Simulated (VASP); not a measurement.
Re:

```
Re
1.0
     2.76639    0.00000    0.00000
    -1.38319    2.39576    0.00000
     0.00000    0.00000    8.93885
Re
4
Direct
  0.66667 0.33333 0.75000
  0.00000 0.00000 0.50000
  0.33333 0.66667 0.25000
  0.00000 0.00000 0.00000
```

```yaml
Program: VASP 6.6.1
Task: relaxation of cell and atoms
Functional: PBEsol
Dispersion: D3(BJ)
Potentials_or_basis: VASP PAW PBE potentials, release 64 (Re)
Cutoff: 600 eV
k_mesh: 11 × 11 × 3
Occupations: fermi-dirac, width 0.05 eV
Spin: no spin polarisation
```

At the start: pressure -14.2 GPa; volume 14.81 Å³/atom.

Q: Where does the relaxation end?

A: Over 7 steps the energy falls by 24.5 meV/atom and the volume is 14.28 Å³/atom (-3.6 %); space group P6_3/mmc (No. 194, to 0.05 Å).

Step by step:
```
step  energy change (eV)  largest force (eV/Å)  pressure (GPa)  volume (Å³)
   1              0.0000                0.0000          -14.20        59.24
   2              2.0555                0.0000           94.55        48.69
   3             -0.0975                0.0000           -1.10        57.26
   4             -0.0980                0.0000           -0.22        57.14
   5             -0.0980                0.0000            0.07        57.10
   6             -0.0980                0.0000           -0.24        57.14
   7             -0.0980                0.0000           -0.01        57.11
```

Final structure:
```yaml
crystal:
  lattice:
    - [2.73245, 0.00000, 0.00000]
    - [-1.36622, 2.36637, 0.00000]
    - [0.00000, 0.00000, 8.83198]
  atoms:
    - { symbol: Re, position: [0.66667, 0.33333, 0.75000] }
    - { symbol: Re, position: [0.00000, 0.00000, 0.50000] }
    - { symbol: Re, position: [0.33333, 0.66667, 0.25000] }
    - { symbol: Re, position: [0.00000, 0.00000, 0.00000] }
```

Caveat: the PAW data sets were made with another functional, which shifts forces and pressure a little.
